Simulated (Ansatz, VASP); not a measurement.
**Cs2Y: VASP beside Ansatz**

```
CELL_PARAMETERS angstrom
7.42751 0.00000 0.00000
-3.71376 6.43242 0.00000
0.00000 0.00000 3.89753
ATOMIC_POSITIONS crystal
Cs 0.33333 0.66667 0.50000
Cs 0.66667 0.33333 0.50000
Y 0.00000 0.00000 0.00000
```

Alike in both runs: functional PBE; k mesh 6 × 6 × 4; occupations gaussian, width 0.1 eV; no spin polarisation.

Ansatz relaxed the structure, and its values are those at the end. VASP's run is a single point on that final structure, the one shown.

|  | VASP | Ansatz |
| --- | --- | --- |
| version | VASP 6.6.1 | Ansatz 0.2.0 |
| potentials or method | VASP PAW PBE potentials, release 64 (Cs_sv, Y_sv), cutoff 520 eV | scalar-relativistic, plane waves, PAW |
| valence electrons in the cell | 29 | 29 |

```tsv
	VASP	Ansatz	Ansatz less VASP
gap on the k mesh at the Fermi level (eV)	none	none	-
pressure (GPa)	0.1	0.1	0.00
```

A gap of «none» marks a metal or a gap that the smearing closes. The functional is the same, so the differences come from potentials, cutoffs and numerics.

The k mesh is coarse, so the values compare programs but aren't converged. Spin-orbit coupling is off throughout.
